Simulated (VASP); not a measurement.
A run of VASP 6.6.1:

Contents of INCAR:

```
SYSTEM = LiCd3
ALGO = Normal
EDIFF = 1E-7
EDIFFG = -0.03
ENCUT = 600
GGA = PS
IBRION = 2
ISIF = 3
ISMEAR = -1
LASPH = .TRUE.
LCHARG = .FALSE.
LREAL = .FALSE.
LWAVE = .FALSE.
NELM = 100
NSW = 80
PREC = Accurate
SIGMA = 0.02
```

Contents of KPOINTS:

```
k-points
0
G
  11 11 11
  0 0 0
```

File POSCAR:

```
LiCd3
1.0
    0.0000000000      3.3967110000      3.3967110000
    3.3967110000      0.0000000000      3.3967110000
    3.3967110000      3.3967110000      0.0000000000
Li Cd
1 3
Direct
    0.0000000000      0.0000000000      0.0000000000
    0.2500000000      0.2500000000      0.2500000000
    0.7500000000      0.7500000000      0.7500000000
    0.5000000000      0.5000000000      0.5000000000
```

Potentials or basis: VASP PAW PBE potentials, release 64 (Li_sv, Cd).

The run is started by

```sh
$ cat potpaw_PBE.64/Li_sv/POTCAR potpaw_PBE.64/Cd/POTCAR > POTCAR
$ mpirun -np 1 vasp_std > vasp.out
```

Hardware: 1 thread of Intel(R) Xeon(R) 6975P-C (Granite Rapids), with other jobs on the host.

Question: Estimate the wall time of this run.

Answer: Wall time 79 s on 1 thread of Intel(R) Xeon(R) 6975P-C (Granite Rapids), with other jobs on the host, peak memory 0.31 GiB. Counts: scf iterations 23, k points 56, ion steps 2.
